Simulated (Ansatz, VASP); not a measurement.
Two plane-wave programs on Sc2BP3

Contents of INCAR:

```
PREC = Accurate ; ENCUT = 520
EDIFF = 1E-6 ; ISMEAR = 0
SIGMA = 0.1 ; LREAL = False
LASPH = True ; NELM = 100
ALGO = Normal ; ISIF = 2
LWAVE = False ; LCHARG = True
GGA = PE ; LELF = True
LVHAR = True ; NBANDS = 29
```

File KPOINTS:

```
Automatic mesh
0
Gamma
  6 6 2
```

Contents of POSCAR:

```
Sc2BP3
1.0
    3.2083932800      0.0000000000      0.0000000000
    0.0000000000      3.2083932800      0.0000000000
    0.0000000000      0.0000000000      9.7138447500
Sc B P
2 1 3
Direct
    0.5000000000      0.5000000000      0.3248246900
    0.5000000000      0.5000000000      0.6751753100
    0.5000000000      0.5000000000      0.0000000000
    0.0000000000      0.0000000000      0.8390681100
    0.0000000000      0.0000000000      0.1609318900
    0.0000000000      0.0000000000      0.5000000000
```

Input for Ansatz:

```yaml
crystal:
  lattice:
    - [3.20839328, 0.0, 0.0]
    - [0.0, 3.20839328, 0.0]
    - [0.0, 0.0, 9.71384475]
  atoms:
    - { symbol: Sc, position: [0.5, 0.5, 0.32482469] }
    - { symbol: Sc, position: [0.5, 0.5, 0.67517531] }
    - { symbol: B, position: [0.5, 0.5, 0.0] }
    - { symbol: P, position: [0.0, 0.0, 0.83906811] }
    - { symbol: P, position: [0.0, 0.0, 0.16093189] }
    - { symbol: P, position: [0.0, 0.0, 0.5] }
basis:
  ecutwfc: 420
kpoints:
  mp_grid: { grid: [6, 6, 2] }
hamiltonian:
  xc: pbe
scf:
  occupations: { method: gaussian, width: 0.1 }
  lower_state_search: "off"
output:
  forces: true
  stress: true
  eigenvalues: true
```

Change from the starting cell: species swapped into the Li3Tl2Cd type (P4/mmm, No. 123).

Alike in both runs: task single point; functional PBE; k mesh 6 × 6 × 2; occupations gaussian, width 0.1 eV; no spin polarisation.

|  | VASP | Ansatz |
| --- | --- | --- |
| version | VASP 6.6.1 | Ansatz 0.2.0 |
| potentials or method | VASP PAW PBE potentials, release 64 (Sc_sv, B, P), cutoff 520 eV | scalar-relativistic, plane waves, PAW |
| valence electrons in the cell | 40 | 40 |

Ansatz gave:

```
gap on the k mesh at the Fermi level (eV)                     : none
pressure (GPa)                                                : -4.4
traceless stress, the component that is largest in VASP (GPa) : -7.52
rms of the force components (eV/Å)                            : 0.256
```

Which values does VASP return?

gap on the k mesh at the Fermi level (eV): none; pressure (GPa): -4.3; traceless stress, the component that is largest in VASP (GPa): -7.48; rms of the force components (eV/Å): 0.259.

Atom by atom the forces differ by 0.005 eV/Å (rms over components). A gap of «none» marks a metal or a gap that the smearing closes. The functional is the same, so the differences come from potentials, cutoffs and numerics.
